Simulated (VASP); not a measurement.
Here is a VASP 6.6.1 calculation.

File INCAR:

```
SYSTEM = Mo
AGGAC = 1.0 ; AGGAX = 1.0
ALDAC = 0.0 ; ALDAX = 1.0
ALGO = Normal ; EDIFF = 1E-6
ENCUT = 520 ; GGA = B5
ISIF = 2 ; ISMEAR = -1
LASPH = .TRUE. ; LCHARG = .FALSE.
LREAL = .FALSE. ; LWAVE = .FALSE.
NBANDS = 66 ; NELM = 100
PREC = Accurate ; SIGMA = 0.1
```

KPOINTS

```
k-points
0
G
  5 5 5
  0 0 0
```

The input POSCAR:

```
Mo
1.0
    5.1068827995      0.0000000000      0.0000000000
    0.0000000000      5.1068827995      0.0000000000
    0.0000000000      0.0000000000      5.1068827995
Mo
8
Direct
    0.0000000000      1.0000000000      1.0000000000
    0.5000000000      0.5000000000      0.5000000000
    0.2500000000      0.0000000000      0.5000000000
    0.7500000000      1.0000000000      0.5000000000
    0.5000000000      0.2500000000      1.0000000000
    0.5000000000      0.7500000000      0.0000000000
    0.0000000000      0.5000000000      0.2500000000
    0.0000000000      0.5000000000      0.7500000000
```

Potentials or basis: VASP PAW PBE potentials, release 64 (Mo_sv).

Command:

```bash
$ cat potpaw_PBE.64/Mo_sv/POTCAR > POTCAR
$ mpirun -np 1 vasp_std > vasp.out
```

Predict the pressure.

0.9 GPa.

Estimate the band gap on the k mesh.

zero (bands 56 and 57 overlap by 0.53 eV).

Caveat: the PAW data sets were made with another functional, which shifts forces and pressure a little.
